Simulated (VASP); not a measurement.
# P in VASP: notebook, part 2 of 3

VASP 6.6.1.

## Step 3: Single point, PBE

This run uses another cell than the first one: it holds 4 atoms, not 6.

The input, INCAR:

```
SYSTEM = P
  PREC = Accurate
  ENCUT = 520
  EDIFF = 1E-6
  ISMEAR = 0
  SIGMA = 0.2
  LREAL = .FALSE.
  LASPH = .TRUE.
  NELM = 60
  ALGO = Normal
  ISIF = 2
  LWAVE = .FALSE.
  LCHARG = .TRUE.
  GGA = PE
  LELF = .TRUE.
  LVHAR = .TRUE.
  NBANDS = 18
```

The input, KPOINTS:

```
Automatic mesh
0
G
  8 6 4
  0 0 0
```

The input, POSCAR:

```
P
1.0
    1.3174089365     -2.2818192124      0.0000000000
   -3.9522268095     -2.2818192123      0.0000000000
    0.0000000000      0.0000000000     -4.8988975091
P
4
Direct
    0.0000000000      0.0000000000      0.7500000000
    0.0000000000      0.0000000000      0.2500000000
    0.5000000000      0.5000000000      0.7500000000
    0.5000000000      0.5000000000      0.2500000000
```

Potentials or basis: VASP PAW PBE potentials, release 64 (P).

Started as:

```bash
$ cat potpaw_PBE.64/P/POTCAR > POTCAR
$ mpirun -np 1 vasp_std > vasp.out
```

OUTCAR:

```text
SYSTEM = P
   PREC = Accurate
   ENCUT = 520
   EDIFF = 1E-6
   ISMEAR = 0
   LREAL = .FALSE.
   LASPH = .TRUE.
   NELM = 60
   ISIF = 2
   GGA = PE

 ion  position               nearest neighbor table
   1  0.000  0.000  0.750-   2 2.45   2 2.45   3 2.63   3 2.63   3 2.63   3 2.63
   2  0.000  0.000  0.250-   1 2.45   1 2.45   4 2.63   4 2.63   4 2.63   4 2.63
   3  0.500  0.500  0.750-   4 2.45   4 2.45   1 2.63   1 2.63   1 2.63   1 2.63
   4  0.500  0.500  0.250-   3 2.45   3 2.45   2 2.63   2 2.63   2 2.63   2 2.63

  LATTYP: Found a simple orthorhombic cell.
 ALAT       =     2.6348178730
 B/A-ratio  =     1.7320508075
 C/A-ratio  =     1.8592926514

  Lattice vectors:

 A1 = (   1.3174089365,  -2.2818192124,   0.0000000000)
 A2 = (  -3.9522268095,  -2.2818192123,   0.0000000000)
 A3 = (   0.0000000000,   0.0000000000,  -4.8988975091)

Analysis of symmetry for initial positions (statically):
=====================================================================
 Subroutine PRICEL returns following result:

  LATTYP: Found a hexagonal cell.
 ALAT       =     2.6348178730
 C/A-ratio  =     0.9296463257

  Lattice vectors:

 A1 = (  -1.3174089365,   2.2818192124,   0.0000000000)
 A2 = (   2.6348178730,  -0.0000000000,   0.0000000000)
 A3 = (   0.0000000000,   0.0000000000,  -2.4494487546)

   4 primitive cells build up your supercell.

 Routine SETGRP: Setting up the symmetry group for a
 simple orthorhombic supercell.

 Subroutine GETGRP returns: Found  8 space group operations
 (whereof  8 operations were pure point group operations)
 out of a pool of  8 trial point group operations.

The static configuration has the point symmetry D_2h.

Analysis of symmetry for dynamics (positions and initial velocities):
=====================================================================
 Subroutine PRICEL returns following result:

  LATTYP: Found a hexagonal cell.
 ALAT       =     2.6348178730
 C/A-ratio  =     0.9296463257

  Lattice vectors:

 A1 = (  -1.3174089365,   2.2818192124,   0.0000000000)
 A2 = (   2.6348178730,  -0.0000000000,   0.0000000000)
 A3 = (   0.0000000000,   0.0000000000,  -2.4494487546)

   4 primitive cells build up your supercell.

 Routine SETGRP: Setting up the symmetry group for a
 simple orthorhombic supercell.

 Subroutine GETGRP returns: Found  8 space group operations
 (whereof  8 operations were pure point group operations)
 out of a pool of  8 trial point group operations.

The dynamic configuration has the point symmetry D_2h.

 Subroutine INISYM returns: Found  8 space group operations
 (whereof  8 operations are pure point group operations),
 and found     4 'primitive' translations

----------------------------------------------------------------------------------------

                                     Primitive cell

  volume of cell :      14.7265

  direct lattice vectors                    reciprocal lattice vectors
    -1.317408936  2.281819212  0.000000000     0.000000000  0.438246814  0.000000000
     2.634817873 -0.000000000  0.000000000     0.379532874  0.219123407  0.000000000
[... 25 lines left out ...]
     0.000000000  0.000000000 -0.051031890     0.000000000  0.000000000  0.250000000

  Length of vectors
     0.047441609  0.036520568  0.051031890

  Shift w.r.t. Gamma in fractional coordinates (k-lattice)
     0.000000000  0.000000000  0.000000000

 Subroutine IBZKPT returns following result:
 ===========================================

 Found     60 irreducible k-points:

 Following reciprocal coordinates:
            Coordinates               Weight
  0.000000  0.000000  0.000000      1.000000
  0.125000  0.000000  0.000000      2.000000
  0.250000  0.000000  0.000000      2.000000
  0.375000  0.000000  0.000000      2.000000
  0.500000  0.000000  0.000000      1.000000
 -0.000000  0.166667  0.000000      2.000000
[... 16 lines left out ...]
  0.250000  0.000000  0.250000      4.000000
  0.375000  0.000000  0.250000      4.000000
 [... further k-points ...]
   k-points           NKPTS =     60   k-points in BZ     NKDIM =     60   number of bands    NBANDS=     18
   number of dos      NEDOS =    301   number of ions     NIONS =      4
   total plane-waves  NPLWV =  25920
   dimension x,y,z NGX =    20 NGY =   36 NGZ =   36
   dimension x,y,z NGXF=    40 NGYF=   72 NGZF=   72
   ions per type =               4
   NGX,Y,Z   is equivalent  to a cutoff of  12.62, 13.11, 12.22 a.u.
   NGXF,Y,Z  is equivalent  to a cutoff of  25.24, 26.23, 24.43 a.u.
 SYSTEM =  P
   PREC   = accura    normal or accurate (medium, high low for compatibility)
   ISTART =      0    job   : 0-new  1-cont  2-samecut
   ICHARG =      2    charge: 1-file 2-atom 10-const
   ISPIN  =      1    spin polarized calculation?
   LNONCOLLINEAR =      F non collinear calculations
   LSORBIT =      F    spin-orbit coupling
   LASPH  =      T    aspherical Exc in radial PAW
   ENCUT  =  520.0 eV  38.22 Ry    6.18 a.u.   4.90  8.49  9.11*2*pi/ulx,y,z
   NELM   =     60;   NELMIN=  2; NELMDL= -5     # of ELM steps
   EDIFF  = 0.1E-05   stopping-criterion for ELM
   LREAL  =      F    real-space projection
   EDIFFG = 0.1E-04   stopping-criterion for IOM
   NSW    =      0    number of steps for IOM
   IBRION =     -1    ionic relax: 0-MD 1-quasi-New 2-CG
   NFREE  =      0    steps in history (QN), initial steepest desc. (CG)
   ISIF   =      2    stress and relaxation
   ISYM   =      2    0-nonsym 1-usesym 2-fastsym
   POTIM  = 0.5000    time-step for ionic-motion
   TEBEG  =    0.0;   TEEND  =   0.0 temperature during run
   PSTRESS=    0.0 pullay stress
   NELECT =      20.0000    total number of electrons
   NUPDOWN=      -1.0000    fix difference up-down
   EMIN   =  10.00;   EMAX   =-10.00  energy-range for DOS
   EFERMI =   0.00;   METHOD = LEGACY
   ISMEAR =     0;   SIGMA  =   0.20  broadening in eV -4-tet -1-fermi 0-gaus
   EFERMI_NEDOS =   21; number of points for ismear=-14 and -15
   IALGO  =     38    algorithm
   IMIX   =      4    mixing-type and parameters
     AMIX     =   0.40;   BMIX     =  1.00
     AMIX_MAG =   1.60;   BMIX_MAG =  1.00
  volume/ion in A,a.u.               =      14.73        99.38
  Fermi-wavevector in a.u.,A,eV,Ry     =   1.142084  2.158226 17.746843  1.304356
  Thomas-Fermi vector in A             =   2.278783
   LORBIT       =      0    0 simple, 1 ext, 2 COOP (PROOUT), +10 PAW based schemes
   GGA     = PE    functional components
   LHFCALC =     F    Hartree Fock is set to
   AEXX    =    0.0000 exact exchange contribution
   IVDW    =     0    specifies the selected vdW correction
   LEPSILON=     F    determine dielectric tensor
   LRPA    =     F    only Hartree local field effects (RPA)
 non-spin polarized calculation
 Gauss-broadening in eV      SIGMA  =   0.20
  energy-cutoff  :      520.00
  volume of cell :       58.91
 maximum number of plane-waves:      1606
 NGX is ok and might be reduce to    20

 number of electron      19.9999996 magnetization

 Free energy of the ion-electron system (eV)
  ---------------------------------------------------
  ext. energy  EPLUGINS =         0.00000000
  ---------------------------------------------------
  free energy    TOTEN  =       -19.72276615 eV

  energy without entropy =      -19.68242137  energy(sigma->0) =      -19.70259376

 E-fermi :   9.7081     XC(G=0): -11.3219

 val. band max:        9.6992588649   @ k =   0.1250   0.0000   0.5000
 cond. band min:       9.7330196215   @ k =   0.2500   0.5000   0.0000
 fundamental gap:      0.0337607567
 Fermi energy:         9.7081273037

 k-point     1 :       0.0000    0.0000    0.0000
  band No.  band energies     occupation
      1      -6.7667      2.00000
      2      -2.4679      2.00000
      3      -1.3975      2.00000
      4       1.0313      2.00000
      5       1.4357      2.00000
      6       3.4491      2.00000
[... 481 lines left out ...]
      5       3.5922      2.00000
      6       4.4892      2.00000
[... 10 lines left out ...]
     17      15.4464      0.00000
     18      15.8040      0.00000

 [... further k-points ...]
[... 5 lines left out ...]
  --------------------------------------------------------------------------------------
  -------------------------------------------------------------------------------------
  Total       -0.8072992      0.6350101      0.5498506     -1.2490765      0.0000000      0.0000000
  in kB      -21.9576030     17.2715400     14.9553004    -33.9734344      0.0000000      0.0000000
  external PRESSURE =       3.4230792 kB  Pullay stress =       0.0000000 kB

 VOLUME and BASIS-vectors are now :
 -----------------------------------------------------------------------------
  energy-cutoff  :      520.00
  volume of cell :       58.91
      direct lattice vectors                 reciprocal lattice vectors
     1.317408936 -2.281819212  0.000000000     0.189766437 -0.328685111  0.000000000
    -3.952226809 -2.281819212  0.000000000    -0.189766437 -0.109561704  0.000000000
     0.000000000  0.000000000 -4.898897509     0.000000000  0.000000000 -0.204127561

 POSITION                                       TOTAL-FORCE (eV/Angst)
 -----------------------------------------------------------------------------------
      0.00000      0.00000     -3.67417         0.000000      0.000000     -0.000000
      0.00000      0.00000     -1.22472        -0.000000     -0.000000      0.000000
     -1.31741     -2.28182     -3.67417         0.000000      0.000000      0.000000
     -1.31741     -2.28182     -1.22472        -0.000000     -0.000000     -0.000000
 -----------------------------------------------------------------------------------
    total drift:                                0.000000      0.000000      0.000000

  FREE ENERGIE OF THE ION-ELECTRON SYSTEM (eV)
  ---------------------------------------------------
  free  energy   TOTEN  =       -19.7227661487 eV

  energy  without entropy=      -19.6824213721  energy(sigma->0) =      -19.70259376
```

OSZICAR:

```text
N       E                     dE             d eps       ncg     rms          rms(c)
DAV:   1     0.493548060980E+02    0.49355E+02   -0.86504E+03  2160   0.973E+02
DAV:   2    -0.168590117299E+02   -0.66214E+02   -0.63388E+02  2962   0.149E+02
DAV:   3    -0.196972792642E+02   -0.28383E+01   -0.27973E+01  2722   0.292E+01
DAV:   4    -0.197221419952E+02   -0.24863E-01   -0.24825E-01  2754   0.334E+00
DAV:   5    -0.197223321085E+02   -0.19011E-03   -0.19003E-03  2614   0.281E-01    0.902E+00
DAV:   6    -0.197219026265E+02    0.42948E-03   -0.42766E-03  2638   0.406E-01    0.529E+00
DAV:   7    -0.197226609925E+02   -0.75837E-03   -0.93010E-03  2318   0.602E-01    0.151E-01
DAV:   8    -0.197227584822E+02   -0.97490E-04   -0.38513E-04  2632   0.126E-01    0.221E-02
DAV:   9    -0.197227674733E+02   -0.89911E-05   -0.87803E-06  2746   0.202E-02    0.104E-02
DAV:  10    -0.197227660890E+02    0.13844E-05   -0.15220E-06  1728   0.799E-03    0.137E-03
DAV:  11    -0.197227661487E+02   -0.59761E-07   -0.97655E-08  1346   0.211E-03
   1 F= -.19722766E+02 E0= -.19702594E+02  d E =-.403448E-01
```

stdout:

```text
POSCAR found type information on POSCAR P
 POSCAR found :  1 types and       4 ions
 scaLAPACK will be used
 LDA part: xc-table for (Slater+PW92), standard interpolation
 POSCAR, INCAR and KPOINTS ok, starting setup
 FFT: planning ... GRIDC
 FFT: planning ... GRID_SOFT
 FFT: planning ... GRID
 WAVECAR not read
 entering main loop
```

Run time: 73 s. Hardware: 1 thread of Intel Xeon 8259CL, shared host; peak memory 0.18 GiB.

What came out:

```
Free energy            : -19.7228 eV
Pressure               : 0.3 GPa
Band gap on the k mesh : zero (bands 10 and 11 overlap by 4.93 eV)
```

Stress tensor (GPa, compression positive):
```
-2.20 -3.40  0.00
-3.40  1.73  0.00
 0.00  0.00  1.50
```

[end of part 2 of 3]
